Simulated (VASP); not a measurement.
**Si6O11 (a cell with a defect): single point with PBE+D3(BJ)**

Si6O11 (a cell with a defect):

```
Si O
1.0
    -2.45739    4.25633    0.00000
     0.00000    0.00000    5.42103
     7.37217    4.25633    0.00000
Si O
6 11
Direct
  0.76698 0.66667 0.23302
  0.26698 0.66667 0.73302
  0.96604 0.33333 0.50000
  0.46604 0.33333 0.00000
  0.26698 0.00000 0.26698
  0.76698 0.00000 0.76698
  0.27300 0.22034 0.13704
  0.77300 0.22034 0.63704
  0.06906 0.88700 0.79498
  0.65793 0.55367 0.06798
  0.15793 0.55367 0.56798
  0.06906 0.77966 0.20502
  0.56906 0.77966 0.70502
  0.57603 0.86139 0.31907
  0.65793 0.11300 0.93202
  0.77300 0.44633 0.36296
  0.27300 0.44633 0.86296
```

This cell differs from its parent crystal: atoms taken out, atom 14 moved 1.000 of the way to it and +0.250 Å across, host rigid.

```json
{
  "Program": "VASP 6.6.1",
  "Task": "single point",
  "Functional": "PBE",
  "Dispersion": "D3(BJ)",
  "Potentials or basis": "VASP PAW PBE potentials, release 64 (Si, O)",
  "Cutoff": "520 eV",
  "k mesh": "4 × 4 × 2",
  "Occupations": "gaussian, width 0.05 eV",
  "Spin": "no spin polarisation",
  "Dipole correction": "no",
  "Charge": "2",
  "Further INCAR settings": "LREAL = Auto; ALGO = Normal; EDIFF = 1e-06; NBANDS = 59; NELECT = 88.0"
}
```

| Item | Value |
| --- | --- |
| Largest force | 4.955 eV/Å |
| Dispersion energy per atom | -0.142 eV |

Forces in eV/Å, atoms in the order of the input:
```
Si  -1.281 -0.938 -1.218
Si   0.954  1.238  0.191
Si   2.083 -0.847  2.501
Si  -1.463  0.096  0.816
Si  -3.185  1.384 -1.978
Si   0.911  0.388 -1.099
O    2.224  0.453 -1.048
O   -1.591  0.024  0.000
O   -0.369 -0.099  0.021
O    0.373  0.424  0.408
O   -1.212 -0.836 -1.110
O    0.428  1.022  1.103
O   -0.235 -0.161  0.050
O    1.953 -3.160  3.280
O    0.231 -0.011  0.137
O    0.106  1.065 -1.833
O    0.072 -0.040 -0.222
```

Levels at points of the mesh, in eV from the Fermi level:
| k point | band 40 | band 41 | band 42 | band 43 | band 44 | band 45 | band 46 | band 47 | band 48 | band 49 |
| --- | --- | --- | --- | --- | --- | --- | --- | --- | --- | --- |
| (0.00, 0.00, 0.00) | -0.91 | -0.89 | -0.70 | -0.24 | -0.09 | -0.02 | 4.03 | 6.40 | 6.75 | 6.94 |
| (0.50, 0.00, 0.00) | -1.01 | -0.68 | -0.60 | -0.21 | -0.04 | 0.11 | 3.82 | 6.42 | 7.07 | 8.17 |
| (0.00, 0.50, 0.00) | -0.90 | -0.83 | -0.52 | -0.32 | -0.06 | 0.16 | 3.83 | 6.41 | 6.91 | 8.01 |
| (0.50, 0.50, 0.00) | -0.96 | -0.89 | -0.60 | -0.55 | -0.41 | 0.14 | 4.01 | 6.60 | 7.25 | 8.52 |
| (0.00, 0.00, 0.50) | -0.92 | -0.82 | -0.70 | -0.24 | -0.06 | 0.06 | 3.93 | 6.44 | 6.90 | 7.21 |
| (0.50, 0.00, 0.50) | -0.92 | -0.68 | -0.58 | -0.22 | -0.05 | 0.08 | 3.84 | 6.43 | 7.12 | 7.98 |
| (0.00, 0.50, 0.50) | -0.86 | -0.84 | -0.57 | -0.38 | -0.04 | 0.18 | 3.82 | 6.47 | 6.90 | 7.97 |
| (0.50, 0.50, 0.50) | -0.96 | -0.80 | -0.58 | -0.50 | -0.29 | 0.04 | 3.99 | 6.67 | 7.30 | 8.37 |

It took 18 min on 1 thread of Intel Xeon 8259CL (shared host), peak memory 0.39 GiB.

Caveat: the k points lie up to 0.37 Å⁻¹ apart; the cell carries a net charge on a neutralising background, which shifts energy and pressure; the cell differs from its parent crystal (atoms taken out, atom 14 moved 1.000 of the way to it and +0.250 Å across, host rigid); the cell is charged against a uniform background, so pressure and absolute levels hang on convention.
